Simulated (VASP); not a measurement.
# BAs (rocksalt type) (Fm-3m) in VASP: notebook

Runs on BAs (rocksalt type). Level: PBE. Tasks: single point, relaxation of cell and atoms.

All numbers are computed with VASP 6.6.1; they aren't measurements. Logs are shortened: lines on timing, memory, paths and dates and some standing lists are left out, and cuts for length are marked.

## Step 1: The cell of the first run

It takes space group Fm-3m (No. 225, cubic). The conventional cell has a = 4.614 Å, b = 4.614 Å, c = 4.614 Å, α = 90.00°, β = 90.00°, γ = 90.00°. Within 3.0 Å of B (site symmetry m-3m) lie 6 As at 2.31 Å. As (site symmetry m-3m) has 6 B at 2.31 Å within 3.0 Å.

## Step 2: Single point, PBE

INCAR

```
SYSTEM = BAs
ALGO = Normal ; EDIFF = 1E-7
ENCUT = 520 ; GGA = PE
ISIF = 2 ; ISMEAR = -1
LASPH = .TRUE. ; LCHARG = .FALSE.
LREAL = .FALSE. ; LWAVE = .FALSE.
NBANDS = 11 ; NELM = 80
PREC = Accurate ; SIGMA = 0.1
```

KPOINTS

```
k-points
0
G
  16 16 16
  0 0 0
```

POSCAR

```
BAs
1.0
    0.0000000000      2.3071144792      2.3071144792
    2.3071144792      0.0000000000      2.3071144792
    2.3071144792      2.3071144792      0.0000000000
B As
1 1
Direct
    0.0000000000      0.0000000000      0.0000000000
    0.5000000000      0.5000000000      0.5000000000
```

Potentials or basis: VASP PAW PBE potentials, release 64 (B, As).

Started as:

```console
$ cat potpaw_PBE.64/B/POTCAR potpaw_PBE.64/As/POTCAR > POTCAR
$ mpirun -np 1 vasp_std > vasp.out
```

OUTCAR:

```text
SYSTEM = BAs
   EDIFF = 1E-7
   ENCUT = 520
   GGA = PE
   ISIF = 2
   ISMEAR = -1
   LASPH = .TRUE.
   LREAL = .FALSE.
   NELM = 80
   PREC = Accurate

 ion  position               nearest neighbor table
   1  0.000  0.000  0.000-   2 2.31   2 2.31   2 2.31   2 2.31   2 2.31   2 2.31
   2  0.500  0.500  0.500-   1 2.31   1 2.31   1 2.31   1 2.31   1 2.31   1 2.31

  LATTYP: Found a face centered cubic cell.
 ALAT       =     4.6142289584

  Lattice vectors:

 A1 = (   0.0000000000,   2.3071144792,   2.3071144792)
 A2 = (   2.3071144792,   0.0000000000,   2.3071144792)
 A3 = (   2.3071144792,   2.3071144792,   0.0000000000)

Analysis of symmetry for initial positions (statically):
=====================================================================
 Subroutine PRICEL returns:
 Original cell was already a primitive cell.

 Routine SETGRP: Setting up the symmetry group for a
 face centered cubic supercell.

 Subroutine GETGRP returns: Found 48 space group operations
 (whereof 48 operations were pure point group operations)
 out of a pool of 48 trial point group operations.

The static configuration has the point symmetry O_h .

Analysis of symmetry for dynamics (positions and initial velocities):
=====================================================================
 Subroutine PRICEL returns:
 Original cell was already a primitive cell.

 Routine SETGRP: Setting up the symmetry group for a
 face centered cubic supercell.

 Subroutine GETGRP returns: Found 48 space group operations
 (whereof 48 operations were pure point group operations)
 out of a pool of 48 trial point group operations.

The dynamic configuration has the point symmetry O_h .

 Subroutine INISYM returns: Found 48 space group operations
 (whereof 48 operations are pure point group operations),
 and found     1 'primitive' translations

----------------------------------------------------------------------------------------

                                     Primitive cell

  volume of cell :      24.5605

  direct lattice vectors                    reciprocal lattice vectors
     0.000000000  2.307114479  2.307114479    -0.216720932  0.216720932  0.216720932
     2.307114479  0.000000000  2.307114479     0.216720932 -0.216720932  0.216720932
     2.307114479  2.307114479  0.000000000     0.216720932  0.216720932 -0.216720932

  length of vectors
     3.262752586  3.262752586  3.262752586     0.375371665  0.375371665  0.375371665

  position of ions in fractional coordinates (direct lattice)
     0.000000000  0.000000000  0.000000000
     0.500000000  0.500000000  0.500000000

  ion indices of the primitive-cell ions
   primitive index   ion index
                 1           1
                 2           2

----------------------------------------------------------------------------------------

 KPOINTS: k-points

Automatic generation of k-mesh.
 Grid dimensions read from file:
 generate k-points for:   16   16   16

 Generating k-lattice:

  Cartesian coordinates                     Fractional coordinates (reciprocal lattice)
    -0.013545058  0.013545058  0.013545058     0.062500000  0.000000000  0.000000000
     0.013545058 -0.013545058  0.013545058     0.000000000  0.062500000  0.000000000
     0.013545058  0.013545058 -0.013545058     0.000000000  0.000000000  0.062500000

  Length of vectors
     0.023460729  0.023460729  0.023460729

  Shift w.r.t. Gamma in fractional coordinates (k-lattice)
     0.000000000  0.000000000  0.000000000

 Subroutine IBZKPT returns following result:
 ===========================================

 Found    145 irreducible k-points:

 Following reciprocal coordinates:
            Coordinates               Weight
  0.000000  0.000000  0.000000      1.000000
  0.062500  0.000000  0.000000      8.000000
  0.125000  0.000000  0.000000      8.000000
  0.187500  0.000000  0.000000      8.000000
  0.250000  0.000000  0.000000      8.000000
  0.312500  0.000000  0.000000      8.000000
[... 16 lines left out ...]
 -0.125000  0.062500  0.000000     24.000000
 -0.062500  0.062500  0.000000     12.000000
 [... further k-points ...]
   k-points           NKPTS =    145   k-points in BZ     NKDIM =    145   number of bands    NBANDS=     11
   number of dos      NEDOS =    301   number of ions     NIONS =      2
   total plane-waves  NPLWV =  13824
   dimension x,y,z NGX =    24 NGY =   24 NGZ =   24
   dimension x,y,z NGXF=    48 NGYF=   48 NGZF=   48
   ions per type =               1   1
   NGX,Y,Z   is equivalent  to a cutoff of  12.23, 12.23, 12.23 a.u.
   NGXF,Y,Z  is equivalent  to a cutoff of  24.46, 24.46, 24.46 a.u.
 SYSTEM =  BAs
   PREC   = accura    normal or accurate (medium, high low for compatibility)
   ISTART =      0    job   : 0-new  1-cont  2-samecut
   ICHARG =      2    charge: 1-file 2-atom 10-const
   ISPIN  =      1    spin polarized calculation?
   LNONCOLLINEAR =      F non collinear calculations
   LSORBIT =      F    spin-orbit coupling
   LASPH  =      T    aspherical Exc in radial PAW
   ENCUT  =  520.0 eV  38.22 Ry    6.18 a.u.   6.07  6.07  6.07*2*pi/ulx,y,z
   NELM   =     80;   NELMIN=  2; NELMDL= -5     # of ELM steps
   EDIFF  = 0.1E-06   stopping-criterion for ELM
   LREAL  =      F    real-space projection
   EDIFFG = 0.1E-05   stopping-criterion for IOM
   NSW    =      0    number of steps for IOM
   IBRION =     -1    ionic relax: 0-MD 1-quasi-New 2-CG
   NFREE  =      0    steps in history (QN), initial steepest desc. (CG)
   ISIF   =      2    stress and relaxation
   ISYM   =      2    0-nonsym 1-usesym 2-fastsym
   POTIM  = 0.5000    time-step for ionic-motion
   TEBEG  =    0.0;   TEEND  =   0.0 temperature during run
   PSTRESS=    0.0 pullay stress
   NELECT =       8.0000    total number of electrons
   NUPDOWN=      -1.0000    fix difference up-down
   EMIN   =  10.00;   EMAX   =-10.00  energy-range for DOS
   EFERMI =   0.00;   METHOD = LEGACY
   ISMEAR =    -1;   SIGMA  =   0.10  broadening in eV -4-tet -1-fermi 0-gaus
   EFERMI_NEDOS =   21; number of points for ismear=-14 and -15
   IALGO  =     38    algorithm
   IMIX   =      4    mixing-type and parameters
     AMIX     =   0.40;   BMIX     =  1.00
     AMIX_MAG =   1.60;   BMIX_MAG =  1.00
  volume/ion in A,a.u.               =      12.28        82.87
  Fermi-wavevector in a.u.,A,eV,Ry     =   1.126399  2.128586 17.262735  1.268775
  Thomas-Fermi vector in A             =   2.263081
   LORBIT       =      0    0 simple, 1 ext, 2 COOP (PROOUT), +10 PAW based schemes
   GGA     = PE    functional components
   LHFCALC =     F    Hartree Fock is set to
   AEXX    =    0.0000 exact exchange contribution
   IVDW    =     0    specifies the selected vdW correction
   LEPSILON=     F    determine dielectric tensor
   LRPA    =     F    only Hartree local field effects (RPA)
 non-spin polarized calculation
  energy-cutoff  :      520.00
  volume of cell :       24.56
 maximum number of plane-waves:       684
   NGX = 13   NGY = 13   NGZ = 13

 number of electron       7.9999999 magnetization

 Free energy of the ion-electron system (eV)
  ---------------------------------------------------
  ext. energy  EPLUGINS =         0.00000000
  ---------------------------------------------------
  free energy    TOTEN  =        -9.64298209 eV

  energy without entropy =       -9.61715758  energy(sigma->0) =       -9.63006983

 E-fermi :   7.2628     XC(G=0): -11.4197

 val. band max:        7.2564285905   @ k =  -0.2500   0.1875   0.0625
 cond. band min:       7.2716600425   @ k =   0.3125   0.1875   0.0625
 fundamental gap:      0.0152314520
 Fermi energy:         7.2627853529

 k-point     1 :       0.0000    0.0000    0.0000
  band No.  band energies     occupation
      1      -8.6265      2.00000
      2       7.2527      1.05034
      3       7.2527      1.05034
      4       7.2527      1.05034
      5      10.7157      0.00000
      6      14.9360      0.00000
      7      14.9360      0.00000
      8      14.9360      0.00000
      9      16.1359      0.00000
     10      16.1359      0.00000
     11      16.1359      0.00000

 k-point     2 :       0.0625    0.0000    0.0000
  band No.  band energies     occupation
      1      -8.5520      2.00000
      2       6.6572      1.99532
      3       7.2461      1.08324
      4       7.2461      1.08324
      5      11.0360      0.00000
      6      14.5332      0.00000
      7      14.5332      0.00000
      8      14.8086      0.00000
      9      16.0565      0.00000
     10      16.3055      0.00000
     11      16.3055      0.00000

 k-point     3 :       0.1250    0.0000    0.0000
  band No.  band energies     occupation
      1      -8.3292      2.00000
      2       5.3492      2.00000
      3       7.2357      1.13472
      4       7.2357      1.13472
      5      11.5113      0.00000
      6      13.6268      0.00000
      7      13.6268      0.00000
      8      14.4788      0.00000
      9      16.1236      0.00000
     10      16.7893      0.00000
     11      16.7893      0.00000

 k-point     4 :       0.1875    0.0000    0.0000
  band No.  band energies     occupation
      1      -7.9601      2.00000
      2       3.8086      2.00000
      3       7.2450      1.08847
      4       7.2450      1.08847
      5      11.7229      0.00000
      6      12.5802      0.00000
      7      12.5802      0.00000
      8      14.0670      0.00000
      9      16.6018      0.00000
     10      17.5592      0.00000
     11      17.5592      0.00000

 k-point     5 :       0.2500    0.0000    0.0000
  band No.  band energies     occupation
      1      -7.4492      2.00000
      2       2.2283      2.00000
      3       7.3029      0.80219
      4       7.3029      0.80218
      5      11.5537      0.00000
      6      11.5537      0.00000
      7      11.6999      0.00000
      8      13.6505      0.00000
      9      17.4396      0.00000
     10      18.5848      0.00000
     11      18.5848      0.00000
[... 211 lines left out ...]
 k-point    21 :      -0.2500    0.0625    0.0000
  band No.  band energies     occupation
      1      -7.1837      2.00000
      2       1.7536      2.00000
      3       6.2424      1.99993
      4       8.1081      0.00043
      5      10.2712      0.00000
      6      11.2047      0.00000
      7      12.4291      0.00000
      8      14.1108      0.00000
      9      17.2988      0.00000
     10      18.3712      0.00000
     11      20.3033      0.00000

 k-point    22 :      -0.1875    0.0625    0.0000
  band No.  band energies     occupation
      1      -7.7396      2.00000
      2       3.3031      2.00000
      3       6.2913      1.99988
      4       7.8880      0.00385
      5      11.3016      0.00000
      6      11.7170      0.00000
      7      12.8023      0.00000
      8      14.5235      0.00000
      9      16.4272      0.00000
     10      17.3985      0.00000
     11      19.0914      0.00000

 k-point    23 :      -0.1250    0.0625    0.0000
  band No.  band energies     occupation
      1      -8.1564      2.00000
      2       4.8201      2.00000
      3       6.4511      1.99940
      4       7.6831      0.02945
      5      11.7673      0.00000
      6      12.4184      0.00000
      7      13.4489      0.00000
      8      14.8520      0.00000
      9      15.9353      0.00000
     10      16.7124      0.00000
     11      18.0052      0.00000

 k-point    24 :      -0.0625    0.0625    0.0000
  band No.  band energies     occupation
      1      -8.4281      2.00000
      2       6.0698      1.99999
      3       6.7713      1.98544
      4       7.4719      0.21991
      5      11.4101      0.00000
      6      13.5530      0.00000
      7      14.1518      0.00000
      8      14.9926      0.00000
      9      15.8441      0.00000
     10      16.3418      0.00000
     11      17.0551      0.00000

 [... further k-points ...]
[... 5 lines left out ...]
  --------------------------------------------------------------------------------------
  -------------------------------------------------------------------------------------
  Total        0.0531992      0.0531992      0.0531992      0.0000000     -0.0000000      0.0000000
  in kB        3.4703890      3.4703890      3.4703890      0.0000000     -0.0000000      0.0000000
  external PRESSURE =       3.4703890 kB  Pullay stress =       0.0000000 kB

 VOLUME and BASIS-vectors are now :
 -----------------------------------------------------------------------------
  energy-cutoff  :      520.00
  volume of cell :       24.56
      direct lattice vectors                 reciprocal lattice vectors
     0.000000000  2.307114479  2.307114479    -0.216720932  0.216720932  0.216720932
     2.307114479  0.000000000  2.307114479     0.216720932 -0.216720932  0.216720932
     2.307114479  2.307114479  0.000000000     0.216720932  0.216720932 -0.216720932

 POSITION                                       TOTAL-FORCE (eV/Angst)
 -----------------------------------------------------------------------------------
      0.00000      0.00000      0.00000        -0.000000     -0.000000     -0.000000
      2.30711      2.30711      2.30711         0.000000      0.000000      0.000000
 -----------------------------------------------------------------------------------
    total drift:                                0.000000     -0.000000     -0.000000

  FREE ENERGIE OF THE ION-ELECTRON SYSTEM (eV)
  ---------------------------------------------------
  free  energy   TOTEN  =        -9.6429820923 eV

  energy  without entropy=       -9.6171575758  energy(sigma->0) =       -9.63006983
```

It took 24 s on 1 thread of AMD EPYC 7R13 (Zen 3), shared host; peak memory 0.14 GiB.

What came out:

| Item | Value |
| --- | --- |
| Free energy | -9.6430 eV |
| Pressure | 0.3 GPa |
| Band gap on the k mesh | zero (band 4 reaches 8.84 eV, above the bottom of band 5 at 3.88 eV) |

Levels at points of the mesh, in eV from the Fermi level:
```tsv
k point	band 1	band 2	band 3	band 4	band 5	band 6	band 7	band 8
(0.00, 0.00, 0.00)	-15.89	-0.01	-0.01	-0.01	3.45	7.67	7.67	7.67
(0.50, 0.00, 0.00)	-12.14	-9.68	1.08	1.08	1.34	1.34	4.13	5.45
(0.50, 0.50, 0.00)	-10.71	-7.86	-3.71	-3.71	-3.38	3.71	10.57	10.57
```

## Step 3: Relaxation of cell and atoms, PBE

This run uses another cell than the first one, of 10.00 Å³/atom, 0.814 times its volume.

INCAR

```
  PREC = Accurate
  ENCUT = 600
  EDIFF = 1E-6
  ISMEAR = -1
  SIGMA = 0.1
  LREAL = F
  LASPH = T
  NELM = 100
  ALGO = Normal
  ISIF = 3
  LWAVE = F
  LCHARG = F
  GGA = PE
  IBRION = 2
  NSW = 60
  EDIFFG = -0.005
```

KPOINTS

```
Automatic mesh
0
Gamma
  16 16 16
```

POSCAR

```
BAs
1.0
    0.0000000000      2.1544346900      2.1544346900
    2.1544346900      0.0000000000      2.1544346900
    2.1544346900      2.1544346900      0.0000000000
B As
1 1
Direct
    0.0000000000      0.0000000000      0.0000000000
    0.5000000000      0.5000000000      0.5000000000
```

Potentials or basis: VASP PAW PBE potentials, release 64 (B, As).

Started as:

```console
$ cat potpaw_PBE.64/B/POTCAR potpaw_PBE.64/As/POTCAR > POTCAR
$ mpirun -np 1 vasp_std > vasp.out
```

It took 1.7 min on 1 thread of AMD EPYC 7R13 (Zen 3), shared host; peak memory 0.14 GiB.

The run converged. Its results:

```yaml
Free_energy: -9.6426 eV
Relaxed_volume: 12.31 Å³/atom
Relaxed_cell: a = 3.266 Å, b = 3.266 Å, c = 3.266 Å, α = 60.00°, β = 60.00°, γ = 60.00°
Space_group_after_relaxing_to_0.05_Å: Fm-3m (No. 225)
Energy_gained_by_relaxing: 253.5 meV/atom
Ionic_steps: 17
Pressure_after_relaxing: 0.0 GPa
Band_gap_on_the_k_mesh: zero (band 4 reaches 8.81 eV, above the bottom of band 5 at 3.84 eV)
```

Step by step:
| step | energy change (eV) | largest force (eV/Å) | pressure (GPa) | volume (Å³) |
| --- | --- | --- | --- | --- |
| 1 | 0.0000 | 0.0000 | 42.15 | 20.00 |
| 2 | -0.3055 | 0.0000 | -14.10 | 28.62 |
| 3 | -0.5070 | 0.0000 | -0.13 | 24.65 |
| 4 | -0.5069 | 0.0000 | 0.40 | 24.55 |
| 5 | -0.5069 | 0.0000 | 0.40 | 24.55 |
| 6 | -0.5069 | 0.0000 | 0.38 | 24.56 |
| 7 | -0.5069 | 0.0000 | 0.38 | 24.56 |
| 8 | -0.5069 | 0.0000 | 0.37 | 24.56 |
| 9 | -0.5069 | 0.0000 | 0.37 | 24.56 |
| 10 | -0.5069 | 0.0000 | 0.37 | 24.56 |
| 11 | -0.5069 | 0.0000 | 0.37 | 24.56 |
| 12 | -0.5069 | 0.0000 | 0.37 | 24.56 |
| 13 | -0.5069 | 0.0000 | 0.36 | 24.56 |
| 14 | -0.5069 | 0.0000 | 0.34 | 24.56 |
| 15 | -0.5069 | 0.0000 | 0.28 | 24.57 |
| 16 | -0.5070 | 0.0000 | 0.19 | 24.59 |
| 17 | -0.5070 | 0.0000 | 0.00 | 24.63 |

Final structure:
```
B As
1.0
     0.00000    2.30915    2.30915
     2.30915    0.00000    2.30915
     2.30915    2.30915    0.00000
B As
1 1
Direct
  0.00000 0.00000 0.00000
  0.50000 0.50000 0.50000
```

Levels at points of the mesh, in eV from the Fermi level:
```tsv
k point	band 1	band 2	band 3	band 4	band 5	band 6	band 7	band 8
(0.00, 0.00, 0.00)	-15.86	-0.01	-0.01	-0.01	3.42	7.66	7.66	7.66
(0.50, 0.00, 0.00)	-12.12	-9.66	1.08	1.08	1.34	1.34	4.12	5.43
(0.50, 0.50, 0.00)	-10.70	-7.84	-3.70	-3.70	-3.39	3.72	10.54	10.54
```

Caveat: the volume moved by over 15 % at a fixed basis, so the end points are rough.
